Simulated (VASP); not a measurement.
A run of VASP 6.6.1 is set up as follows.

INCAR

```
ALGO = Fast ; EDIFF = 1E-6
ENCUT = 520 ; ISIF = 2
ISMEAR = 0 ; LASPH = T
LCHARG = T ; LELF = T
LREAL = F ; LVHAR = T
LWAVE = F ; NBANDS = 18
NELM = 80 ; PREC = Accurate
SIGMA = 0.15
```

Contents of KPOINTS:

```
k-points
0
Gamma
  10 10 10
```

POSCAR

```
Al3Cu
1.0
    3.9898006248      0.0000000000      0.0000000000
    0.0000000000      3.9898006248      0.0000000000
    0.0000000000      0.0000000000      3.5850382426
Al Cu
3 1
Direct
    0.0000000000      0.5000000000      0.5000000000
    0.5000000000      0.0000000000      0.5000000000
    0.5000000000      0.5000000000      0.0000000000
    0.0000000000      0.0000000000      0.0000000000
```

Potentials or basis: VASP PAW LDA potentials, release 64 (Al, Cu).

Command:

```console
$ cat potpaw_LDA.64/Al/POTCAR potpaw_LDA.64/Cu/POTCAR > POTCAR
$ mpirun -np 1 vasp_std > vasp.out
```

Question: What does it give for the pressure?

Answer: 1.3 GPa.

Question: What does it give for the band gap on the k mesh?

Answer: Zero (band 10 reaches 10.92 eV, above the bottom of band 11 at 6.56 eV).

Stress tensor (GPa, compression positive):
```
-1.89  0.00  0.00
 0.00 -1.89  0.00
 0.00  0.00  7.55
```

Caveat: the cell differs from its parent crystal (strain +e along x and -e along y +0.0000, strain +e along z and -e/2 along x and y -0.0700).
